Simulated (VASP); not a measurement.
# BN (Fmm2) in VASP: further runs, part 2 of 2

VASP 6.6.1.

### Step 3. Single point, PBEsol

This run uses another cell than the first one, of the same volume but with other edges.

Contents of INCAR:

```
PREC = Accurate
ENCUT = 520
EDIFF = 1E-6
ISMEAR = 0
SIGMA = 0.05
LREAL = False
LASPH = True
NELM = 60
ALGO = Normal
ISIF = 2
LWAVE = False
LCHARG = True
GGA = PS
LELF = True
LVHAR = True
NBANDS = 11
```

Contents of KPOINTS:

```
regular mesh
0
Gamma
  12 12 12
```

Contents of POSCAR:

```
BN
1.0
    0.0000000000      3.2892181283      2.4460438784
    1.1778309010      0.0000000000      2.4460438784
    1.1778309010      3.2892181283      0.0000000000
B N
1 1
Direct
    0.0000486500      0.0000486500      0.9999513500
    0.6666513400      0.6666513400      0.3333486600
```

Potentials or basis: VASP PAW PBE potentials, release 64 (B, N).

Command:

```
$ cat potpaw_PBE.64/B/POTCAR potpaw_PBE.64/N/POTCAR > POTCAR
$ mpirun -np 1 vasp_std > vasp.out
```

OUTCAR:

```text
PREC = Accurate
   ENCUT = 520
   EDIFF = 1E-6
   ISMEAR = 0
   LREAL = False
   LASPH = True
   NELM = 60
   ISIF = 2
   GGA = PS

 ion  position               nearest neighbor table
   1  0.000  0.000  1.000-   2 1.43   2 1.43   2 1.63
   2  0.667  0.667  0.333-   1 1.43   1 1.43   1 1.63

  LATTYP: Found a face centered orthorhombic cell.
 ALAT       =     2.3556618020
 B/A-ratio  =     2.0767360377
 C/A-ratio  =     2.7926064136

  Lattice vectors:

 A1 = (  -0.0000000000,   3.2892181283,   2.4460438784)
 A2 = (  -1.1778309010,   3.2892181283,   0.0000000000)
 A3 = (  -1.1778309010,   0.0000000000,   2.4460438784)

Analysis of symmetry for initial positions (statically):
=====================================================================
 Subroutine PRICEL returns:
 Original cell was already a primitive cell.

 Routine SETGRP: Setting up the symmetry group for a
 face centered orthorhombic supercell.

 Subroutine GETGRP returns: Found  4 space group operations
 (whereof  4 operations were pure point group operations)
 out of a pool of  8 trial point group operations.

The static configuration has the point symmetry C_2v.

[... 163 lines left out ...]
 cond. band min:       4.7504144584   @ k =   0.0000   0.5000   0.5000
 fundamental gap:      2.5174583791
 Fermi energy:         2.5357985354

 k-point     1 :       0.0000    0.0000    0.0000
  band No.  band energies     occupation
      1     -15.4154      2.00000
      2      -1.7023      2.00000
      3      -0.1498      2.00000
      4       1.4071      2.00000
      5       6.2801      0.00000
      6      10.0657      0.00000
      7      13.9545      0.00000
      8      14.8758      0.00000
      9      17.5407      0.00000
     10      25.7892      0.00000
     11      28.1313      0.00000
[... 309 lines left out ...]
 k-point    24 :      -0.4167    0.1667   -0.0000
  band No.  band energies     occupation
      1     -11.8638      2.00000
      2      -6.0745      2.00000
      3      -3.6785      2.00000
      4       1.8622      2.00000
      5       6.6085      0.00000
      6      11.0366      0.00000
      7      14.5210      0.00000
      8      16.6068      0.00000
      9      19.8903      0.00000
     10      21.6222      0.00000
     11      24.5608      0.00000

 [... further k-points ...]
[... 5 lines left out ...]
  --------------------------------------------------------------------------------------
  -------------------------------------------------------------------------------------
  Total        4.6168205      0.2329722     -9.3216328      0.0000000      0.0000000      0.0000000
  in kB      390.2866632     19.6944917   -788.0117934      0.0000000      0.0000000      0.0000000
  external PRESSURE =    -126.0102128 kB  Pullay stress =       0.0000000 kB

 VOLUME and BASIS-vectors are now :
 -----------------------------------------------------------------------------
  energy-cutoff  :      520.00
  volume of cell :       18.95
      direct lattice vectors                 reciprocal lattice vectors
     0.000000000  3.289218128  2.446043878    -0.424509155  0.152011810  0.204411705
     1.177830901  0.000000000  2.446043878     0.424509155 -0.152011810  0.204411705
     1.177830901  3.289218128  0.000000000     0.424509155  0.152011810 -0.204411705

 POSITION                                       TOTAL-FORCE (eV/Angst)
 -----------------------------------------------------------------------------------
      1.17783      3.28922      0.00024         0.000000      0.000000     -0.379897
      1.17783      3.28922      3.26132         0.000000      0.000000      0.379897
 -----------------------------------------------------------------------------------
    total drift:                               -0.000003      0.000016      0.000054

  FREE ENERGIE OF THE ION-ELECTRON SYSTEM (eV)
  ---------------------------------------------------
  free  energy   TOTEN  =       -17.5422682566 eV

  energy  without entropy=      -17.5422682566  energy(sigma->0) =      -17.54226826
```

stdout:

```text
POSCAR found type information on POSCAR B N
 POSCAR found :  2 types and       2 ions
 scaLAPACK will be used
 -----------------------------------------------------------------------------
|                                                                             |
|                                                                             |
|     You enforced a specific xc type in the INCAR file but a different       |
|     I HOPE YOU KNOW WHAT YOU ARE DOING!                                     |
|                                                                             |
 -----------------------------------------------------------------------------

 LDA part: xc-table for (Slater+PW92), standard interpolation
 POSCAR, INCAR and KPOINTS ok, starting setup
 FFT: planning ... GRIDC
 FFT: planning ... GRID_SOFT
 FFT: planning ... GRID
 WAVECAR not read
 entering main loop
```

Wall time 1.8 min (1 thread of Intel Xeon 8259CL, shared host); peak memory 0.18 GiB.

Results:

- Free energy: -17.5423 eV
- Pressure: -12.6 GPa
- Largest force: 0.380 eV/Å
- Band gap on the k mesh: 2.52 eV (least direct gap 4.37 eV)

Forces in eV/Å, atoms in the order of the input:
```
B    0.000  0.000 -0.380
N    0.000  0.000  0.380
```

Stress tensor (GPa, compression positive):
```
 39.03   0.00   0.00
  0.00   1.97   0.00
  0.00   0.00 -78.80
```

Caveat: the cell stands under tension; the PAW data sets were made with another functional, which shifts forces and pressure a little. A k mesh can miss the band edges.
